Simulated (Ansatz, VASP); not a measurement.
**One calculation of CaSi2N2, two programs**

```
Ca Si N
1.0
    -2.19500    2.95036    3.30688
     2.19500   -2.95036    3.30688
     2.19500    2.95036   -3.30688
Ca Si N
1 2 2
Direct
  0.00000 0.00000 0.00000
  0.50000 0.24093 0.74093
  0.50000 0.75907 0.25907
  0.27419 0.50000 0.77419
  0.72581 0.50000 0.22581
```

Change from the starting cell: species swapped into the Ce2ZnNi2 type (Immm, No. 71).

Alike in both runs: task single point; functional PBE; k mesh 6 × 6 × 6; occupations gaussian, width 0.1 eV; collinear spin.

|  | VASP | Ansatz |
| --- | --- | --- |
| version | VASP 6.6.1 | Ansatz 0.2.0 |
| potentials or method | VASP PAW PBE potentials, release 64 (Ca_sv, Si, N), cutoff 520 eV | scalar-relativistic, plane waves, PAW |
| valence electrons in the cell | 28 | 28 |

|  | VASP | Ansatz | Ansatz less VASP |
| --- | --- | --- | --- |
| gap on the k mesh at the Fermi level (eV) | none | none | - |
| pressure (GPa) | 0.1 | 0.1 | 0.00 |
| traceless stress, the component that is largest in VASP (GPa) | -0.39 | -0.26 | +0.122 |
| rms of the force components (eV/Å) | 0.009 | 0.003 | -0.0057 |
| net moment per atom (μB) | 0.00 | 0.00 | 0.000 |

Atom by atom the forces differ by 0.012 eV/Å (rms over components). A gap of «none» marks a metal or a gap that the smearing closes. With one functional, cell and mesh, what is left measures potentials, basis and numerics. Ansatz's warnings: seeded moment not kept.
